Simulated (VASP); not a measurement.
Here is a VASP 6.6.1 calculation.

INCAR

```
ALGO = Normal
EDIFF = 1E-7
ENCUT = 520
GGA = PS
ISIF = 2
ISMEAR = 0
LASPH = T
LCHARG = F
LREAL = F
LWAVE = F
NBANDS = 16
NELM = 100
PREC = Accurate
SIGMA = 0.01
```

Contents of KPOINTS:

```
k-points
0
Gamma
  16 16 16
```

POSCAR

```
InAs
1.0
    0.0000000000      3.0437827740      3.0437827740
    3.0437827740      0.0000000000      3.0437827740
    3.0437827740      3.0437827740      0.0000000000
In As
1 1
Direct
    0.0000000000      0.0000000000      0.0000000000
    0.2500000000      0.2500000000      0.2500000000
```

Potentials or basis: VASP PAW PBE potentials, release 64 (In_d, As).

Launch:

```bash
$ cat potpaw_PBE.64/In_d/POTCAR potpaw_PBE.64/As/POTCAR > POTCAR
$ mpirun -np 1 vasp_std > vasp.out
```

Question: Predict the band gap on the k mesh.

Answer: Zero (filled and empty bands touch).

Question: Predict the pressure.

Answer: 0.1 GPa.

Caveat: the PAW data sets were made with another functional, which shifts forces and pressure a little; spin-orbit coupling is left out, which moves the levels of the heavy elements.
